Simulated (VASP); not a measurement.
A run of VASP 6.6.1 is set up as follows.

The input INCAR:

```
SYSTEM = W
ALGO     = Normal         ! electronic algorithm
EDIFF    = 1E-6           ! SCF threshold, eV
ENCUT    = 520            ! plane-wave cutoff, eV
GGA      = PE             ! functional
ISIF     = 2              ! what is computed and relaxed
ISMEAR   = -1             ! smearing method
LASPH    = .TRUE.         ! aspherical terms in the spheres
LCHARG   = .TRUE.         ! write CHGCAR
LELF     = .TRUE.         ! ELF
LREAL    = .FALSE.        ! projectors in reciprocal space
LVHAR    = .TRUE.       
LWAVE    = .FALSE.        ! write WAVECAR
NBANDS   = 13             ! bands
NELM     = 60             ! most SCF steps
PREC     = Accurate       ! precision mode
SIGMA    = 0.06122561905347299 ! smearing width, eV
```

KPOINTS

```
k-points
0
G
  41 41 41
  0 0 0
```

The input POSCAR:

```
W
1.0
    2.6242578050      0.0000000000      0.0000000000
    0.0000000000      2.6242578050      0.0000000000
    0.0000000000      0.0000000000      2.6242578050
W
1
Direct
    0.0000000000      0.0000000000      0.0000000000
```

Potentials or basis: VASP PAW PBE potentials, release 64 (W_sv).

Run with:

```bash
$ cat potpaw_PBE.64/W_sv/POTCAR > POTCAR
$ mpirun -np 1 vasp_std > vasp.out
```

(1) What does it give for the band gap on the k mesh?

(2) Estimate the pressure.

Results:

(1) zero (bands 7 and 8 overlap by 3.07 eV).

(2) 4.1 GPa.

Caveat: the cell stands under pressure; spin-orbit coupling is left out, which moves the levels of the heavy elements.
